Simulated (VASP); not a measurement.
Here is a VASP 6.6.1 calculation.

The input INCAR:

```
SYSTEM = GaN
PREC = Accurate
ENCUT = 600
EDIFF = 1E-6
ISMEAR = 0
SIGMA = 0.02
LREAL = .False.
LASPH = .True.
NELM = 120
ALGO = Normal
ISIF = 2
LWAVE = .False.
LCHARG = .False.
GGA = PE
NBANDS = 16
GGA_COMPAT = .False.
```

KPOINTS

```
Automatic mesh
0
Gamma
  10 10 10
  0 0 0
```

Contents of POSCAR:

```
GaN
1.0
    0.0000000000      2.2752726165      2.2752726165
    2.2752726165      0.0000000000      2.2752726165
    2.2752726165      2.2752726165      0.0000000000
Ga N
1 1
Direct
    0.0000000000      0.0000000000      0.0000000000
    0.7500000000      0.7500000000      0.7500000000
```

Potentials or basis: VASP PAW PBE potentials, release 64 (Ga_d, N).

Launch:

```console
$ cat potpaw_PBE.64/Ga_d/POTCAR potpaw_PBE.64/N/POTCAR > POTCAR
$ mpirun -np 1 vasp_std > vasp.out
```

Q: Predict the pressure.

A: -0.3 GPa.

Q: Predict the band gap on the k mesh.

A: 1.54 eV.
